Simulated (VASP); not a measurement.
A run of VASP 6.6.1 is set up as follows.

Contents of INCAR:

```
SYSTEM = BN
ALGO = Normal
EDIFF = 1E-6
ENCUT = 520
ISIF = 2
ISMEAR = 0
LASPH = .TRUE.
LCHARG = .FALSE.
LREAL = .FALSE.
LWAVE = .FALSE.
NBANDS = 16
NELM = 60
PREC = Accurate
SIGMA = 0.05
```

File KPOINTS:

```
k-points
0
G
  12 12 4
  0 0 0
```

File POSCAR:

```
BN
1.0
    2.6707478959      0.0000000000      0.0000000000
   -1.3353739480      2.1549757989      0.0000000000
    0.0000000000      0.0000000000      6.4952714932
B N
2 2
Direct
    0.3469819064      0.6939638128      0.2500000000
    0.6530180936      0.3060361872      0.7500000000
    0.3161778284      0.6323556567      0.7500000000
    0.6838221716      0.3676443433      0.2500000000
```

Potentials or basis: VASP PAW LDA potentials, release 64 (B, N).

Command:

```bash
$ cat potpaw_LDA.64/B/POTCAR potpaw_LDA.64/N/POTCAR > POTCAR
$ mpirun -np 1 vasp_std > vasp.out
```

(1) What does it give for the largest force?

(2) What does it give for the pressure?

Results:

(1) 0.011 eV/Å.

(2) -22.1 GPa.

Caveat: the cell differs from its parent crystal (normal strain along x +0.0733, normal strain along z +0.0000); the cell stands under tension.
